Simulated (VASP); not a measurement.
TiB2, 3 atoms in the cell. It takes space group P6/mmm (No. 191, hexagonal). Conventional cell: a = 3.032 Å, b = 3.032 Å, c = 3.224 Å, α = 90.00°, β = 90.00°, γ = 120.00°. Within 3.1 Å of Ti (site symmetry 6/mmm) lie 12 B at 2.38 Å and 6 Ti at 3.03 Å. Within 2.4 Å of B (site symmetry -6m2) lie 3 B at 1.75 Å and 6 Ti at 2.38 Å. 

* Program: VASP 6.6.1
* Task: single point
* Functional: LDA
* Potentials or basis: VASP PAW LDA potentials, release 64 (Ti_sv, B)
* Cutoff: 520 eV
* k mesh: 18 × 18 × 14
* Occupations: gaussian, width 0.1 eV
* Spin: no spin polarisation
* Dipole correction: no
* Further INCAR settings: ALGO = Normal; EDIFF = 1e-06; NBANDS = 16

Potentials or basis: VASP PAW LDA potentials, release 64 (Ti_sv, B).

Command:

```console
$ cat potpaw_LDA.64/Ti_sv/POTCAR potpaw_LDA.64/B/POTCAR > POTCAR
$ mpirun -np 1 vasp_std > vasp.out
```

Hardware: 1 thread of Intel(R) Xeon(R) 6975P-C (Granite Rapids), with other jobs on the host.

Question: How long does it take, and how much memory?

Answer: Wall time 37 s on 1 thread of Intel(R) Xeon(R) 6975P-C (Granite Rapids) (shared host), peak memory 0.22 GiB. Counts: scf iterations 14, k points 296.
